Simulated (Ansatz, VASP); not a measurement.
## Two plane-wave programs on LiCl

```
Li Cl
1.0
     0.00000    2.56476    2.60323
     2.56476    0.00000    2.60323
     2.56476    2.56476    0.00000
Li Cl
1 1
Direct
  0.00000 0.00000 0.00000
  0.50000 0.50000 0.50000
```

Change from the starting cell: strain +0.0150 x Voigt [0, 0, 1, 0, 0, 0], atoms carried along.

Alike in both runs: task single point; functional PBE; k mesh 8 × 8 × 8; occupations gaussian, width 0.05 eV; no spin polarisation.

|  | VASP | Ansatz |
| --- | --- | --- |
| version | VASP 6.6.1 | Ansatz 0.2.0 |
| potentials or method | VASP PAW PBE potentials, release 64 (Li_sv, Cl), cutoff 520 eV | scalar-relativistic, plane waves, PAW |
| valence electrons in the cell | 10 | 10 |

Ansatz gave:

```
gap on the k mesh at the Fermi level (eV) : 6.22
least direct gap on the mesh (eV)         : 6.22
```

What did VASP give for the same quantities?

gap on the k mesh at the Fermi level (eV): 6.23; least direct gap on the mesh (eV): 6.23.

Noted on VASP's run: the cutoff is short for stress, so the pressure is rough.
